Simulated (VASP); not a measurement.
# InSb (Fm-3m) in VASP: further runs, part 2 of 2

VASP 6.6.1. The steps go on from the part before.

### Step 4. Relaxation of cell and atoms, PBEsol

This run uses another cell than the first one, of 29.03 Å³/atom.

File INCAR:

```
ALGO = Normal
EDIFF = 1E-6
EDIFFG = -0.005
ENCUT = 600
GGA = PS
IBRION = 2
ISIF = 3
ISMEAR = 0
LASPH = T
LCHARG = F
LREAL = F
LWAVE = F
NELM = 100
NSW = 100
PREC = Accurate
SIGMA = 0.1
```

File KPOINTS:

```
k-points
0
Gamma
  12 12 12
```

File POSCAR:

```
InSb
1.0
    0.0000000000      3.0735130000      3.0735130000
    3.0735130000      0.0000000000      3.0735130000
    3.0735130000      3.0735130000      0.0000000000
In Sb
1 1
Direct
    0.0000000000      0.0000000000      0.0000000000
    0.5000000000      0.5000000000      0.5000000000
```

Potentials or basis: VASP PAW PBE potentials, release 64 (In_d, Sb).

The run is started by

```
cat potpaw_PBE.64/In_d/POTCAR potpaw_PBE.64/Sb/POTCAR > POTCAR
mpirun -np 1 vasp_std > vasp.out
```

OUTCAR:

```text
EDIFF = 1E-6
   EDIFFG = -0.005
   ENCUT = 600
   GGA = PS
   IBRION = 2
   ISIF = 3
   ISMEAR = 0
   LASPH = T
   LREAL = F
   NELM = 100
   NSW = 100
   PREC = Accurate

 ion  position               nearest neighbor table
   1  0.000  0.000  0.000-   2 3.07   2 3.07   2 3.07   2 3.07   2 3.07   2 3.07
   2  0.500  0.500  0.500-   1 3.07   1 3.07   1 3.07   1 3.07   1 3.07   1 3.07

  LATTYP: Found a face centered cubic cell.
 ALAT       =     6.1470260000

  Lattice vectors:

 A1 = (   0.0000000000,   3.0735130000,   3.0735130000)
 A2 = (   3.0735130000,   0.0000000000,   3.0735130000)
 A3 = (   3.0735130000,   3.0735130000,   0.0000000000)

Analysis of symmetry for initial positions (statically):
=====================================================================
 Subroutine PRICEL returns:
 Original cell was already a primitive cell.

 Routine SETGRP: Setting up the symmetry group for a
 face centered cubic supercell.

 Subroutine GETGRP returns: Found 48 space group operations
 (whereof 48 operations were pure point group operations)
 out of a pool of 48 trial point group operations.

The static configuration has the point symmetry O_h .

Analysis of symmetry for dynamics (positions and initial velocities):
=====================================================================
 Subroutine PRICEL returns:
 Original cell was already a primitive cell.

 Routine SETGRP: Setting up the symmetry group for a
 face centered cubic supercell.

 Subroutine GETGRP returns: Found 48 space group operations
 (whereof 48 operations were pure point group operations)
 out of a pool of 48 trial point group operations.

The dynamic configuration has the point symmetry O_h .

 Subroutine INISYM returns: Found 48 space group operations
 (whereof 48 operations are pure point group operations),
 and found     1 'primitive' translations

----------------------------------------------------------------------------------------

                                     Primitive cell

  volume of cell :      58.0678

  direct lattice vectors                    reciprocal lattice vectors
     0.000000000  3.073513000  3.073513000    -0.162680295  0.162680295  0.162680295
     3.073513000  0.000000000  3.073513000     0.162680295 -0.162680295  0.162680295
     3.073513000  3.073513000  0.000000000     0.162680295  0.162680295 -0.162680295

  length of vectors
     4.346603769  4.346603769  4.346603769     0.281770535  0.281770535  0.281770535

  position of ions in fractional coordinates (direct lattice)
     0.000000000  0.000000000  0.000000000
     0.500000000  0.500000000  0.500000000

  ion indices of the primitive-cell ions
   primitive index   ion index
                 1           1
                 2           2

----------------------------------------------------------------------------------------

 KPOINTS: k-points

Automatic generation of k-mesh.
 Grid dimensions read from file:
 generate k-points for:   12   12   12

 Generating k-lattice:

  Cartesian coordinates                     Fractional coordinates (reciprocal lattice)
    -0.013556691  0.013556691  0.013556691     0.083333333  0.000000000  0.000000000
     0.013556691 -0.013556691  0.013556691     0.000000000  0.083333333  0.000000000
     0.013556691  0.013556691 -0.013556691     0.000000000  0.000000000  0.083333333

  Length of vectors
     0.023480878  0.023480878  0.023480878

  Shift w.r.t. Gamma in fractional coordinates (k-lattice)
     0.000000000  0.000000000  0.000000000

 Subroutine IBZKPT returns following result:
 ===========================================

 Found     72 irreducible k-points:

 Following reciprocal coordinates:
            Coordinates               Weight
  0.000000  0.000000  0.000000      1.000000
  0.083333  0.000000  0.000000      8.000000
  0.166667  0.000000  0.000000      8.000000
  0.250000  0.000000  0.000000      8.000000
  0.333333  0.000000  0.000000      8.000000
  0.416667  0.000000  0.000000      8.000000
[... 16 lines left out ...]
  0.500000  0.166667  0.000000     24.000000
 -0.416667  0.166667  0.000000     24.000000
 [... further k-points ...]
   k-points           NKPTS =     72   k-points in BZ     NKDIM =     72   number of bands    NBANDS=     13
   number of dos      NEDOS =    301   number of ions     NIONS =      2
   total plane-waves  NPLWV =  46656
   dimension x,y,z NGX =    36 NGY =   36 NGZ =   36
   dimension x,y,z NGXF=    72 NGYF=   72 NGZF=   72
   ions per type =               1   1
   NGX,Y,Z   is equivalent  to a cutoff of  13.77, 13.77, 13.77 a.u.
   NGXF,Y,Z  is equivalent  to a cutoff of  27.54, 27.54, 27.54 a.u.
 SYSTEM =  unknown system
   PREC   = accura    normal or accurate (medium, high low for compatibility)
   ISTART =      0    job   : 0-new  1-cont  2-samecut
   ICHARG =      2    charge: 1-file 2-atom 10-const
   ISPIN  =      1    spin polarized calculation?
   LNONCOLLINEAR =      F non collinear calculations
   LSORBIT =      F    spin-orbit coupling
   LASPH  =      T    aspherical Exc in radial PAW
   ENCUT  =  600.0 eV  44.10 Ry    6.64 a.u.   8.68  8.68  8.68*2*pi/ulx,y,z
   NELM   =    100;   NELMIN=  2; NELMDL= -5     # of ELM steps
   EDIFF  = 0.1E-05   stopping-criterion for ELM
   LREAL  =      F    real-space projection
   EDIFFG = -.5E-02   stopping-criterion for IOM
   NSW    =    100    number of steps for IOM
   IBRION =      2    ionic relax: 0-MD 1-quasi-New 2-CG
   NFREE  =      1    steps in history (QN), initial steepest desc. (CG)
   ISIF   =      3    stress and relaxation
   ISYM   =      2    0-nonsym 1-usesym 2-fastsym
   POTIM  = 0.5000    time-step for ionic-motion
   TEBEG  =    0.0;   TEEND  =   0.0 temperature during run
   PSTRESS=    0.0 pullay stress
   NELECT =      18.0000    total number of electrons
   NUPDOWN=      -1.0000    fix difference up-down
   EMIN   =  10.00;   EMAX   =-10.00  energy-range for DOS
   EFERMI =   0.00;   METHOD = LEGACY
   ISMEAR =     0;   SIGMA  =   0.10  broadening in eV -4-tet -1-fermi 0-gaus
   EFERMI_NEDOS =   21; number of points for ismear=-14 and -15
   IALGO  =     38    algorithm
   IMIX   =      4    mixing-type and parameters
     AMIX     =   0.40;   BMIX     =  1.00
     AMIX_MAG =   1.60;   BMIX_MAG =  1.00
  volume/ion in A,a.u.               =      29.03       195.93
  Fermi-wavevector in a.u.,A,eV,Ry     =   1.107951  2.093724 16.701910  1.227556
  Thomas-Fermi vector in A             =   2.244472
   LORBIT       =      0    0 simple, 1 ext, 2 COOP (PROOUT), +10 PAW based schemes
   GGA     = PS    functional components
   LHFCALC =     F    Hartree Fock is set to
   AEXX    =    0.0000 exact exchange contribution
   IVDW    =     0    specifies the selected vdW correction
   LEPSILON=     F    determine dielectric tensor
   LRPA    =     F    only Hartree local field effects (RPA)
 conjugate gradient relaxation of ions
 non-spin polarized calculation
 Gauss-broadening in eV      SIGMA  =   0.10
  energy-cutoff  :      600.00
  volume of cell :       58.07
 maximum number of plane-waves:      1964
   NGX = 17   NGY = 17   NGZ = 17

--------------------------------------- Ionic step        1  -------------------------------------------

 number of electron      17.9999998 magnetization

 Free energy of the ion-electron system (eV)
  ---------------------------------------------------
  ext. energy  EPLUGINS =         0.00000000
  ---------------------------------------------------
  free energy    TOTEN  =        -7.51299121 eV

  energy without entropy =       -7.50529154  energy(sigma->0) =       -7.50914137

 E-fermi :   6.3955     XC(G=0):  -9.8557

 val. band max:        6.3949929949   @ k =   0.0833   0.0000   0.0000
 cond. band min:       6.3960213441   @ k =   0.5000   0.0833   0.0000
 fundamental gap:      0.0010283493
 Fermi energy:         6.3954914215

 k-point     1 :       0.0000    0.0000    0.0000
  band No.  band energies     occupation
      1      -7.8896      2.00000
      2      -7.8896      2.00000
      3      -7.8597      2.00000
      4      -7.8597      2.00000
      5      -7.8597      2.00000
      6      -4.4881      2.00000
      7       5.8611      2.00000
      8       6.3869      1.09618
      9       6.3869      1.09618
     10       6.3869      1.09618
     11      12.4204      0.00000
     12      12.4221      0.00000
     13      12.4331      0.00000
[... 469 lines left out ...]
  FREE ENERGIE OF THE ION-ELECTRON SYSTEM (eV)
  ---------------------------------------------------
  free  energy   TOTEN  =        -7.5391341837 eV

  energy  without entropy=       -7.5312277917  energy(sigma->0) =       -7.53518099

[... ionic steps 4 to 12 ...]

--------------------------------------- Ionic step       13  -------------------------------------------

 number of electron      18.0000003 magnetization

------------------------ aborting loop because EDIFF is reached ----------------------------------------
[... 67 lines left out ...]
--------------------------------------- Ionic step       15  -------------------------------------------

 number of electron      18.0000003 magnetization

 Free energy of the ion-electron system (eV)
  ---------------------------------------------------
  ext. energy  EPLUGINS =         0.00000000
  ---------------------------------------------------
  free energy    TOTEN  =        -7.53913359 eV

  energy without entropy =       -7.53123073  energy(sigma->0) =       -7.53518216

 E-fermi :   7.0151     XC(G=0): -10.0905

 val. band max:        7.0040759689   @ k =   0.5000   0.0833   0.0000
 cond. band min:       7.0368364600   @ k =   0.1667   0.0000   0.0000
 fundamental gap:      0.0327604911
 Fermi energy:         7.0150793484

 k-point     1 :       0.0000    0.0000    0.0000
  band No.  band energies     occupation
      1      -7.3348      2.00000
      2      -7.3348      2.00000
      3      -7.3012      2.00000
      4      -7.3012      2.00000
      5      -7.3012      2.00000
      6      -4.2203      2.00000
      7       6.8715      1.95765
      8       6.9952      1.22189
      9       6.9952      1.22189
     10       6.9952      1.22189
     11      13.2295      0.00000
     12      13.2336      0.00000
     13      13.2343      0.00000
[... 397 lines left out ...]
  FREE ENERGIE OF THE ION-ELECTRON SYSTEM (eV)
  ---------------------------------------------------
  free  energy   TOTEN  =        -7.5391335926 eV

  energy  without entropy=       -7.5312307287  energy(sigma->0) =       -7.53518216

 reached required accuracy - stopping structural energy minimisation
```

OSZICAR:

```text
N       E                     dE             d eps       ncg     rms          rms(c)
DAV:   1     0.113420693132E+03    0.11342E+03   -0.88351E+03  1872   0.160E+03
DAV:   2    -0.411304781729E+00   -0.11383E+03   -0.11124E+03  1982   0.340E+02
DAV:   3    -0.739040308545E+01   -0.69791E+01   -0.68599E+01  2420   0.869E+01
DAV:   4    -0.757528579333E+01   -0.18488E+00   -0.18433E+00  2276   0.152E+01
[... 72 lines left out ...]
DAV:   2    -0.753913250940E+01    0.62011E-06   -0.11936E-06   951   0.249E-02
  14 F= -.75391325E+01 E0= -.75351815E+01  d E =-.152121E-05
       N       E                     dE             d eps       ncg     rms          rms(c)
DAV:   1    -0.753913623813E+01   -0.31086E-05   -0.59610E-05  2402   0.154E-01    0.966E-03
DAV:   2    -0.753913385734E+01    0.23808E-05   -0.47650E-06  1567   0.483E-02    0.355E-03
DAV:   3    -0.753913359260E+01    0.26475E-06   -0.10630E-06   961   0.214E-02
  15 F= -.75391336E+01 E0= -.75351822E+01  d E =-.260441E-05
```

CONTCAR:

```text
InSb
   1.00000000000000
    -0.0000000000000000    3.0199634969586659    3.0199634969586659
     3.0199634969586659    0.0000000000000000    3.0199634969586659
     3.0199634969586659    3.0199634969586659    0.0000000000000000
  In              Sb
     1     1
Direct
     0.0000000000000000    0.0000000000000000    0.0000000000000000
     0.5000000000000000    0.5000000000000000    0.5000000000000000

  0.00000000E+00  0.00000000E+00  0.00000000E+00
  0.00000000E+00  0.00000000E+00  0.00000000E+00
```

Run time: 3 min. Hardware: 1 thread of Intel Xeon Platinum 8488C (Sapphire Rapids), shared host; peak memory 0.25 GiB.

What came out:

```
Free energy                           : -7.5391 eV
Relaxed volume                        : 27.54 Å³/atom
Relaxed cell                          : a = 4.271 Å, b = 4.271 Å, c = 4.271 Å, α = 60.00°, β = 60.00°, γ = 60.00°
Space group after relaxing (to 0.1 Å) : Fm-3m (No. 225)
Energy gained by relaxing             : 13.1 meV/atom
Ionic steps                           : 15
Pressure after relaxing               : 0.0 GPa
Band gap on the k mesh                : zero (bands 9 and 10 overlap by 2.89 eV)
```

Step by step:
| step | energy change (eV) | largest force (eV/Å) | pressure (GPa) | volume (Å³) |
| --- | --- | --- | --- | --- |
| 1 | 0.0000 | 0.0000 | -2.60 | 58.07 |
| 2 | -0.0237 | 0.0000 | 0.93 | 54.20 |
| 3 | -0.0261 | 0.0000 | 0.04 | 55.04 |
| 4 | -0.0261 | 0.0000 | -0.04 | 55.10 |
| 5 | -0.0261 | 0.0000 | -0.04 | 55.10 |
| 6 | -0.0261 | 0.0000 | -0.05 | 55.10 |
| 7 | -0.0261 | 0.0000 | -0.04 | 55.10 |
| 8 | -0.0261 | 0.0000 | -0.04 | 55.10 |
| 9 | -0.0261 | 0.0000 | -0.04 | 55.10 |
| 10 | -0.0261 | 0.0000 | -0.04 | 55.10 |
| 11 | -0.0261 | 0.0000 | -0.04 | 55.10 |
| 12 | -0.0261 | 0.0000 | -0.04 | 55.10 |
| 13 | -0.0261 | 0.0000 | -0.04 | 55.10 |
| 14 | -0.0261 | 0.0000 | -0.05 | 55.09 |
| 15 | -0.0261 | 0.0000 | -0.02 | 55.09 |

Final structure:
```cif
data_structure
_symmetry_space_group_name_H-M 'P 1'
_symmetry_Int_Tables_number 1
_cell_length_a 4.2709
_cell_length_b 4.2709
_cell_length_c 4.2709
_cell_angle_alpha 60.000
_cell_angle_beta 60.000
_cell_angle_gamma 60.000
_cell_volume 55.09
loop_
_atom_site_label
_atom_site_type_symbol
_atom_site_fract_x
_atom_site_fract_y
_atom_site_fract_z
_atom_site_occupancy
In1 In 0.00000 0.00000 0.00000 1
Sb1 Sb 0.50000 0.50000 0.50000 1
```

Levels at points of the mesh, in eV from the Fermi level:
| k point | band 6 | band 7 | band 8 | band 9 | band 10 | band 11 | band 12 | band 13 |
| --- | --- | --- | --- | --- | --- | --- | --- | --- |
| (0.00, 0.00, 0.00) | -11.24 | -0.14 | -0.02 | -0.02 | -0.02 | 6.21 | 6.22 | 6.22 |
| (0.50, 0.00, 0.00) | -9.30 | -6.62 | 0.40 | 0.40 | 2.23 | 2.48 | 2.48 | 3.44 |
| (0.50, 0.50, 0.00) | -8.51 | -4.66 | -3.31 | -2.22 | -2.22 | 3.14 | 8.58 | 8.58 |

Caveat: the PAW data sets were made with another functional, which shifts forces and pressure a little; spin-orbit coupling is left out, which moves the levels of the heavy elements.

### Step 5. Overview

| task | cell | k mesh | cutoff (eV) | smearing | gap on the mesh (eV) | pressure (GPa) |
| --- | --- | --- | --- | --- | --- | --- |
| single point | a = 4.269 Å, angles 60.0°, 2 atoms | 12 × 12 × 12 | 520 | gaussian 0.1 eV | none | 0.1 |
| single point | a = 4.269 Å, angles 60.0°, 2 atoms | 14 × 14 × 14 | 520 | gaussian 0.15 eV | none | 0.0 |
| relaxation of cell and atoms | relaxed from a = 4.347 Å, angles 60.0°, 2 atoms | 12 × 12 × 12 | 600 | gaussian 0.1 eV | none | 0.0 |

Alike in all rows: level PBEsol; potentials or basis VASP PAW PBE potentials, release 64 (In_d, Sb); no spin polarisation.

Caveats: the PAW data sets were made with another functional, which shifts forces and pressure a little; spin-orbit coupling is left out, which moves the levels of the heavy elements.

Absolute energies hang on the potentials; compare differences alone.
